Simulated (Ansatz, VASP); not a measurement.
## LiF: VASP beside Ansatz

```
CELL_PARAMETERS angstrom
2.55953 0.00000 0.00000
0.00000 2.55953 0.00000
0.00000 0.00000 2.55953
ATOMIC_POSITIONS crystal
Li 0.95605 0.00000 0.00000
F 0.50000 0.50000 0.50000
```

Change from the starting cell: all Li atoms moved +0.113 Å, as atom 1 towards its neighbour atom 1 (Li) at 2.560 Å.

Alike in both runs: task single point; functional LDA; k mesh 10 × 10 × 10; occupations gaussian, width 0.05 eV; no spin polarisation.

|  | VASP | Ansatz |
| --- | --- | --- |
| version | VASP 6.6.1 | Ansatz 0.2.0 |
| potentials or method | VASP PAW LDA potentials, release 64 (Li_sv, F), cutoff 520 eV | scalar-relativistic, plane waves, PAW |
| valence electrons in the cell | 10 | 10 |

Ansatz gave:

```
gap on the k mesh at the Fermi level (eV) : 7.29
least direct gap on the mesh (eV)         : 7.97
rms of the force components (eV/Å)        : 0.039
```

Problem. Which values does VASP return?

Solution. gap on the k mesh at the Fermi level (eV): 7.29; least direct gap on the mesh (eV): 7.97; rms of the force components (eV/Å): 0.038.

LDA's correlation is that of Perdew and Zunger in VASP and of Perdew and Wang (1992) in Ansatz. Atom by atom the forces differ by 0.001 eV/Å (rms over components).

Noted on VASP's run: the cutoff is short for stress, so the pressure is rough.
